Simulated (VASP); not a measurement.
Write the native input for VASP 6.6.1 that does the following.

- Task: relaxation of cell and atoms
- Functional: r2SCAN
- Potentials or basis: VASP PAW PBE potentials, release 64 (Zr_sv, S)
- Cutoff: 550 eV
- k mesh: 12 × 12 × 8
- Occupations: gaussian, width 0.02 eV
- Spin: no spin polarisation
- Target pressure: 20 GPa
- Dipole correction: no
- Further INCAR settings: ALGO = Normal; EDIFF = 1e-07; IBRION = 2; EDIFFG = -0.008; NSW = 70; ISIF = 3

The system is ZrS2.

```
CELL_PARAMETERS angstrom
3.46488 0.00000 0.00000
-1.73244 3.00068 0.00000
0.00000 0.00000 5.23434
ATOMIC_POSITIONS crystal
Zr 0.00000 0.00000 0.00000
S 0.66667 0.33333 0.72868
S 0.33333 0.66667 0.27132
```

One way to write it, as run:

POSCAR

```
ZrS2
1.0
    3.4648813797      0.0000000000      0.0000000000
   -1.7324406898      3.0006752959      0.0000000000
    0.0000000000      0.0000000000      5.2343377010
Zr S
1 2
Direct
    0.0000000000      0.0000000000      0.0000000000
    0.6666666667      0.3333333333      0.7286820108
    0.3333333333      0.6666666667      0.2713179892
```

INCAR.step1

```
  PREC = Accurate
  ENCUT = 550
  ISMEAR = 0
  SIGMA = 0.02
  LREAL = False
  LASPH = True
  NELM = 120
  GGA = PE
  ALGO = Normal
  EDIFF = 1E-5
  LWAVE = True
  LCHARG = False
  GGA_COMPAT = False
  IBRION = 2
  ISIF = 3
  EDIFFG = -0.005
  NELMIN = 4
  NSW = 100
```

INCAR.step2

```
  PREC = Accurate
  ENCUT = 550
  EDIFF = 1E-7
  ISMEAR = 0
  SIGMA = 0.02
  LREAL = False
  LASPH = True
  NELM = 120
  ALGO = Normal
  ISIF = 3
  LWAVE = False
  LCHARG = False
  METAGGA = R2SCAN
  LMIXTAU = True
  IBRION = 2
  NSW = 70
  EDIFFG = -0.008
  PSTRESS = 200.0
  ISTART = 1
  GGA_COMPAT = False
  NELMIN = 4
```

KPOINTS

```
regular mesh
0
Gamma
  12 12 8
```

Potentials or basis: VASP PAW PBE potentials, release 64 (Zr_sv, S).

The run is started by

```sh
$ cat potpaw_PBE.64/Zr_sv/POTCAR potpaw_PBE.64/S/POTCAR > POTCAR
$ cp INCAR.step1 INCAR
$ mpirun -np 1 vasp_std > vasp.out
$ cp INCAR.step2 INCAR
$ mpirun -np 1 vasp_std > vasp.out
```

It gave:

* Relaxed volume: 17.92 Å³/atom
* Relaxed cell: a = 3.458 Å, b = 3.458 Å, c = 5.191 Å, α = 90.00°, β = 90.00°, γ = 120.00°
* Space group after relaxing (to 0.1 Å): P-3m1 (No. 164)
* Energy change on relaxing (the run minimises the enthalpy): +4.5 meV/atom
* Ionic steps: 9
* Pressure after relaxing: 19.9 GPa
* Band gap on the k mesh: zero (bands 12 and 13 overlap by 0.09 eV)

Caveat: the cell is relaxed towards a set pressure, so the run minimises the enthalpy, not the energy; the PAW data sets were made with another functional, which shifts forces and pressure a little.

Run time: 62 min on 1 thread of Intel(R) Xeon(R) Platinum 8488C (Sapphire Rapids), on a shared host, peak memory 0.29 GiB.
